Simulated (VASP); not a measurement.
# C (Fm-3m) in VASP: further runs

C is run at these levels: LDA; tasks: single point, relaxation of cell and atoms.

All numbers are computed with VASP 6.6.1; they aren't measurements. Logs are shortened: lines on timing, memory, paths and dates and some standing lists are left out, and cuts for length are marked.

## Step 1: The cell of the first run

It takes space group Fm-3m (No. 225, cubic). Conventional cell: a = 3.009 Å, b = 3.009 Å, c = 3.009 Å, α = 90.00°, β = 90.00°, γ = 90.00°. C (site symmetry m-3m) has 12 C at 2.13 Å within 2.8 Å.

## Step 2: Single point, LDA (volume scaled by 0.997, to set the pressure)

Input file INCAR:

```
  ALGO = Normal
  EDIFF = 1E-6
  ENCUT = 600
  GGA = CA
  GGA_COMPAT = False
  ISIF = 2
  ISMEAR = -1
  LASPH = True
  LCHARG = False
  LREAL = False
  LWAVE = False
  NBANDS = 8
  NELM = 120
  PREC = Accurate
  SIGMA = 0.05
```

Input file KPOINTS:

```
k-points
0
Gamma
  22 22 22
```

Input file POSCAR:

```
C
1.0
    0.0000000000      1.5045703660      1.5045703660
    1.5045703660      0.0000000000      1.5045703660
    1.5045703660      1.5045703660      0.0000000000
C
1
Direct
    0.0000000000      0.0000000000      0.0000000000
```

Potentials or basis: VASP PAW LDA potentials, release 64 (C).

Launch:

```console
> cat potpaw_LDA.64/C/POTCAR > POTCAR
> mpirun -np 1 vasp_std > vasp.out
```

OUTCAR:

```text
EDIFF = 1E-6
   ENCUT = 600
   GGA = CA
   ISIF = 2
   ISMEAR = -1
   LASPH = True
   LREAL = False
   NELM = 120
   PREC = Accurate

 ion  position               nearest neighbor table
   1  0.000  0.000  0.000-

  LATTYP: Found a face centered cubic cell.
 ALAT       =     3.0091407320

  Lattice vectors:

 A1 = (   0.0000000000,   1.5045703660,   1.5045703660)
 A2 = (   1.5045703660,   0.0000000000,   1.5045703660)
 A3 = (   1.5045703660,   1.5045703660,   0.0000000000)

Analysis of symmetry for initial positions (statically):
=====================================================================
 Subroutine PRICEL returns:
 Original cell was already a primitive cell.

 Routine SETGRP: Setting up the symmetry group for a
 face centered cubic supercell.

 Subroutine GETGRP returns: Found 48 space group operations
 (whereof 48 operations were pure point group operations)
 out of a pool of 48 trial point group operations.

The static configuration has the point symmetry O_h .

Analysis of symmetry for dynamics (positions and initial velocities):
=====================================================================
 Subroutine PRICEL returns:
 Original cell was already a primitive cell.

 Routine SETGRP: Setting up the symmetry group for a
 face centered cubic supercell.

 Subroutine GETGRP returns: Found 48 space group operations
 (whereof 48 operations were pure point group operations)
 out of a pool of 48 trial point group operations.

The dynamic configuration has the point symmetry O_h .

 Subroutine INISYM returns: Found 48 space group operations
 (whereof 48 operations are pure point group operations),
 and found     1 'primitive' translations

----------------------------------------------------------------------------------------

                                     Primitive cell

  volume of cell :       6.8119

  direct lattice vectors                    reciprocal lattice vectors
     0.000000000  1.504570366  1.504570366    -0.332320782  0.332320782  0.332320782
     1.504570366  0.000000000  1.504570366     0.332320782 -0.332320782  0.332320782
     1.504570366  1.504570366  0.000000000     0.332320782  0.332320782 -0.332320782

  length of vectors
     2.127783817  2.127783817  2.127783817     0.575596478  0.575596478  0.575596478

  position of ions in fractional coordinates (direct lattice)
     0.000000000  0.000000000  0.000000000

  ion indices of the primitive-cell ions
   primitive index   ion index
                 1           1

----------------------------------------------------------------------------------------

 KPOINTS: k-points

Automatic generation of k-mesh.
 Grid dimensions read from file:
 generate k-points for:   22   22   22

 Generating k-lattice:

  Cartesian coordinates                     Fractional coordinates (reciprocal lattice)
    -0.015105490  0.015105490  0.015105490     0.045454545  0.000000000  0.000000000
     0.015105490 -0.015105490  0.015105490     0.000000000  0.045454545  0.000000000
     0.015105490  0.015105490 -0.015105490     0.000000000  0.000000000  0.045454545

  Length of vectors
     0.026163476  0.026163476  0.026163476

  Shift w.r.t. Gamma in fractional coordinates (k-lattice)
     0.000000000  0.000000000  0.000000000

 Subroutine IBZKPT returns following result:
 ===========================================

 Found    328 irreducible k-points:

 Following reciprocal coordinates:
            Coordinates               Weight
  0.000000  0.000000  0.000000      1.000000
  0.045455  0.000000  0.000000      8.000000
  0.090909  0.000000  0.000000      8.000000
  0.136364  0.000000  0.000000      8.000000
  0.181818  0.000000  0.000000      8.000000
  0.227273  0.000000  0.000000      8.000000
[... 16 lines left out ...]
  0.500000  0.045455  0.000000     24.000000
 -0.454545  0.045455  0.000000     24.000000
 [... further k-points ...]
   k-points           NKPTS =    328   k-points in BZ     NKDIM =    328   number of bands    NBANDS=      8
   number of dos      NEDOS =    301   number of ions     NIONS =      1
   total plane-waves  NPLWV =   5832
   dimension x,y,z NGX =    18 NGY =   18 NGZ =   18
   dimension x,y,z NGXF=    36 NGYF=   36 NGZF=   36
   ions per type =               1
   NGX,Y,Z   is equivalent  to a cutoff of  14.06, 14.06, 14.06 a.u.
   NGXF,Y,Z  is equivalent  to a cutoff of  28.13, 28.13, 28.13 a.u.
 SYSTEM =  unknown system
   PREC   = accura    normal or accurate (medium, high low for compatibility)
   ISTART =      0    job   : 0-new  1-cont  2-samecut
   ICHARG =      2    charge: 1-file 2-atom 10-const
   ISPIN  =      1    spin polarized calculation?
   LNONCOLLINEAR =      F non collinear calculations
   LSORBIT =      F    spin-orbit coupling
   LASPH  =      T    aspherical Exc in radial PAW
   ENCUT  =  600.0 eV  44.10 Ry    6.64 a.u.   4.25  4.25  4.25*2*pi/ulx,y,z
   NELM   =    120;   NELMIN=  2; NELMDL= -5     # of ELM steps
   EDIFF  = 0.1E-05   stopping-criterion for ELM
   LREAL  =      F    real-space projection
   EDIFFG = 0.1E-04   stopping-criterion for IOM
   NSW    =      0    number of steps for IOM
   IBRION =     -1    ionic relax: 0-MD 1-quasi-New 2-CG
   NFREE  =      0    steps in history (QN), initial steepest desc. (CG)
   ISIF   =      2    stress and relaxation
   ISYM   =      2    0-nonsym 1-usesym 2-fastsym
   POTIM  = 0.5000    time-step for ionic-motion
   TEBEG  =    0.0;   TEEND  =   0.0 temperature during run
   PSTRESS=    0.0 pullay stress
   NELECT =       4.0000    total number of electrons
   NUPDOWN=      -1.0000    fix difference up-down
   EMIN   =  10.00;   EMAX   =-10.00  energy-range for DOS
   EFERMI =   0.00;   METHOD = LEGACY
   ISMEAR =    -1;   SIGMA  =   0.05  broadening in eV -4-tet -1-fermi 0-gaus
   EFERMI_NEDOS =   21; number of points for ismear=-14 and -15
   IALGO  =     38    algorithm
   IMIX   =      4    mixing-type and parameters
     AMIX     =   0.40;   BMIX     =  1.00
     AMIX_MAG =   1.60;   BMIX_MAG =  1.00
  volume/ion in A,a.u.               =       6.81        45.97
  Fermi-wavevector in a.u.,A,eV,Ry     =   1.370900  2.590625 25.570324  1.879366
  Thomas-Fermi vector in A             =   2.496645
   LORBIT       =      0    0 simple, 1 ext, 2 COOP (PROOUT), +10 PAW based schemes
   GGA     = CA    functional components
   LHFCALC =     F    Hartree Fock is set to
   AEXX    =    0.0000 exact exchange contribution
   IVDW    =     0    specifies the selected vdW correction
   LEPSILON=     F    determine dielectric tensor
   LRPA    =     F    only Hartree local field effects (RPA)
 non-spin polarized calculation
  energy-cutoff  :      600.00
  volume of cell :        6.81
 maximum number of plane-waves:       259
 NGX is ok and might be reduce to    18
   NGX =  9   NGY =  9   NGZ =  9

 number of electron       4.0000000 magnetization

 Free energy of the ion-electron system (eV)
  ---------------------------------------------------
  ext. energy  EPLUGINS =         0.00000000
  ---------------------------------------------------
  free energy    TOTEN  =        -5.51910489 eV

  energy without entropy =       -5.51562495  energy(sigma->0) =       -5.51736492

 E-fermi :   8.5762     XC(G=0): -13.1379

 val. band max:        8.5613466282   @ k =   0.4545   0.2727   0.1364
 cond. band min:       8.5765870283   @ k =  -0.2727   0.0455   0.0000
 fundamental gap:      0.0152404001
 Fermi energy:         8.5762469127

 k-point     1 :       0.0000    0.0000    0.0000
  band No.  band energies     occupation
      1     -10.9835      2.00000
      2      16.9963      0.00000
      3      16.9963      0.00000
      4      16.9963      0.00000
      5      39.5697      0.00000
      6      39.5697      0.00000
      7      39.5697      0.00000
      8      41.7438      0.00000

 k-point     2 :       0.0455    0.0000    0.0000
  band No.  band energies     occupation
      1     -10.8974      2.00000
      2      16.7359      0.00000
      3      16.9493      0.00000
      4      16.9493      0.00000
      5      38.6189      0.00000
      6      39.7035      0.00000
      7      39.7035      0.00000
      8      41.6719      0.00000

 k-point     3 :       0.0909    0.0000    0.0000
  band No.  band energies     occupation
      1     -10.6396      2.00000
      2      15.9676      0.00000
      3      16.8151      0.00000
      4      16.8151      0.00000
      5      37.1008      0.00000
      6      40.0561      0.00000
      7      40.0561      0.00000
      8      41.4593      0.00000

 k-point     4 :       0.1364    0.0000    0.0000
  band No.  band energies     occupation
      1     -10.2103      2.00000
      2      14.7375      0.00000
      3      16.6124      0.00000
      4      16.6124      0.00000
      5      35.8544      0.00000
      6      40.4558      0.00000
      7      40.4558      0.00000
      8      41.1155      0.00000

 k-point     5 :       0.1818    0.0000    0.0000
  band No.  band energies     occupation
      1      -9.6104      2.00000
      2      13.1301      0.00000
      3      16.3662      0.00000
      4      16.3662      0.00000
      5      35.0058      0.00000
      6      40.5768      0.00000
      7      40.5768      0.00000
      8      40.6645      0.00000
[... 177 lines left out ...]
 k-point    22 :       0.4545    0.0455    0.0000
  band No.  band energies     occupation
      1      -3.0114      2.00000
      2       1.7274      2.00000
      3      15.0002      0.00000
      4      15.0870      0.00000
      5      34.5584      0.00000
      6      35.2358      0.00000
      7      37.4232      0.00000
      8      39.9130      0.00000

 k-point    23 :       0.5000    0.0455    0.0000
  band No.  band energies     occupation
      1      -1.3461      2.00000
      2      -0.1528      2.00000
      3      14.9431      0.00000
      4      15.0400      0.00000
      5      34.6748      0.00000
      6      35.0789      0.00000
      7      37.1357      0.00000
      8      39.8208      0.00000

 k-point    24 :      -0.4545    0.0455    0.0000
  band No.  band energies     occupation
      1      -1.9158      2.00000
      2       0.4602      2.00000
      3      14.8590      0.00000
      4      15.1429      0.00000
      5      34.7196      0.00000
      6      35.1354      0.00000
      7      37.0742      0.00000
      8      39.8624      0.00000

 [... further k-points ...]
[... 5 lines left out ...]
  --------------------------------------------------------------------------------------
  -------------------------------------------------------------------------------------
  Total        0.0334116      0.0334116      0.0334116     -0.0000000      0.0000000     -0.0000000
  in kB        7.8585143      7.8585143      7.8585143     -0.0000000      0.0000000     -0.0000000
  external PRESSURE =       7.8585143 kB  Pullay stress =       0.0000000 kB

 VOLUME and BASIS-vectors are now :
 -----------------------------------------------------------------------------
  energy-cutoff  :      600.00
  volume of cell :        6.81
      direct lattice vectors                 reciprocal lattice vectors
     0.000000000  1.504570366  1.504570366    -0.332320782  0.332320782  0.332320782
     1.504570366  0.000000000  1.504570366     0.332320782 -0.332320782  0.332320782
     1.504570366  1.504570366  0.000000000     0.332320782  0.332320782 -0.332320782

 POSITION                                       TOTAL-FORCE (eV/Angst)
 -----------------------------------------------------------------------------------
      0.00000      0.00000      0.00000         0.000000      0.000000      0.000000
 -----------------------------------------------------------------------------------
    total drift:                                0.000000     -0.000000      0.000000

  FREE ENERGIE OF THE ION-ELECTRON SYSTEM (eV)
  ---------------------------------------------------
  free  energy   TOTEN  =        -5.5191048855 eV

  energy  without entropy=       -5.5156249452  energy(sigma->0) =       -5.51736492
```

Wall time 12 s (1 thread of AMD EPYC 9R45 (Zen 5), shared host); peak memory 0.09 GiB.

Results:

```yaml
Free_energy: -5.5191 eV
Pressure: 0.8 GPa
Band_gap_on_the_k_mesh: zero (band 2 reaches 17.00 eV, above the bottom of band 3 at 5.28 eV)
```

Levels at points of the mesh, in eV from the Fermi level:
```tsv
k point	band 1	band 2	band 3	band 4	band 5
(0.00, 0.00, 0.00)	-19.56	8.42	8.42	8.42	30.99
(0.50, 0.00, 0.00)	-9.46	-9.35	6.58	6.58	26.03
(0.50, 0.50, 0.00)	-7.33	-5.20	2.28	2.28	15.29
```

Caveat: the cell differs from its parent crystal (volume scaled by 0.997, to set the pressure).

## Step 3: Single point, LDA

Input file INCAR:

```
PREC     = Accurate       # precision mode
ENCUT    = 600            # plane-wave cutoff, eV
EDIFF    = 1E-6           # SCF threshold, eV
ISMEAR   = -1             # smearing method
SIGMA    = 0.05           # smearing width, eV
LREAL    = False          # projectors in reciprocal space
LASPH    = True           # aspherical terms in the spheres
NELM     = 120            # most SCF steps
ALGO     = Normal         # electronic algorithm
ISIF     = 2              # what is computed and relaxed
LWAVE    = False          # write WAVECAR
LCHARG   = False          # write CHGCAR
NBANDS   = 8              # bands
GGA_COMPAT= False
```

Input file KPOINTS:

```
Automatic mesh
0
Gamma
  22 22 22
```

POSCAR is that of step 2.

Potentials or basis: VASP PAW LDA potentials, release 64 (C).

Launch:

```console
> cat potpaw_LDA.64/C/POTCAR > POTCAR
> mpirun -np 1 vasp_std > vasp.out
```

It took 12 s on 1 thread of AMD EPYC 9R45 (Zen 5), shared host; peak memory 0.09 GiB.

Results (log left out):

```
Free energy            : -5.5191 eV
Pressure               : 0.8 GPa
Band gap on the k mesh : zero (band 2 reaches 17.00 eV, above the bottom of band 3 at 5.28 eV)
```

Levels at points of the mesh, in eV from the Fermi level:
```csv
k point,band 1,band 2,band 3,band 4,band 5
"(0.00, 0.00, 0.00)",-19.56,8.42,8.42,8.42,30.99
"(0.50, 0.00, 0.00)",-9.46,-9.35,6.58,6.58,26.03
"(0.50, 0.50, 0.00)",-7.33,-5.20,2.28,2.28,15.29
```

## Step 4: Single point, LDA

Input file INCAR:

```
SYSTEM = C
ALGO     = Normal         ! electronic algorithm
EDIFF    = 1E-6           ! SCF threshold, eV
ENCUT    = 600            ! plane-wave cutoff, eV
GGA      = CA             ! functional
GGA_COMPAT= .False.      
ISIF     = 2              ! what is computed and relaxed
ISMEAR   = -1             ! smearing method
LASPH    = .True.         ! aspherical terms in the spheres
LCHARG   = .False.        ! write CHGCAR
LREAL    = .False.        ! projectors in reciprocal space
LWAVE    = .False.        ! write WAVECAR
NBANDS   = 8              ! bands
NELM     = 120            ! most SCF steps
PREC     = Accurate       ! precision mode
SIGMA    = 0.05           ! smearing width, eV
```

Input file KPOINTS:

```
k-points
0
Gamma
  22 22 22
  0 0 0
```

Input file POSCAR:

```
C
1.0
    0.0000000000      1.5047735867      1.5047735867
    1.5047735867      0.0000000000      1.5047735867
    1.5047735867      1.5047735867      0.0000000000
C
1
Direct
    0.0000000000      0.0000000000      0.0000000000
```

Launch:

```console
> cat potpaw_LDA.64/C/POTCAR > POTCAR
> mpirun -np 1 vasp_std > vasp.out
```

It took 11 s on 1 thread of AMD EPYC 9R45 (Zen 5), shared host; peak memory 0.09 GiB.

The run converged. Its results:

- Free energy: -5.5191 eV
- Pressure: 0.7 GPa
- Band gap on the k mesh: zero (band 2 reaches 16.99 eV, above the bottom of band 3 at 5.28 eV)

Levels at points of the mesh, in eV from the Fermi level:
| k point | band 1 | band 2 | band 3 | band 4 | band 5 | band 6 | band 7 |
| --- | --- | --- | --- | --- | --- | --- | --- |
| (0.00, 0.00, 0.00) | -19.55 | 8.42 | 8.42 | 8.42 | 30.99 | 30.99 | 30.99 |
| (0.50, 0.00, 0.00) | -9.46 | -9.35 | 6.58 | 6.58 | 26.02 | 28.27 | 28.27 |
| (0.50, 0.50, 0.00) | -7.32 | -5.20 | 2.28 | 2.28 | 15.28 | 16.58 | 38.91 |

(Continued in part 2 of 2.)
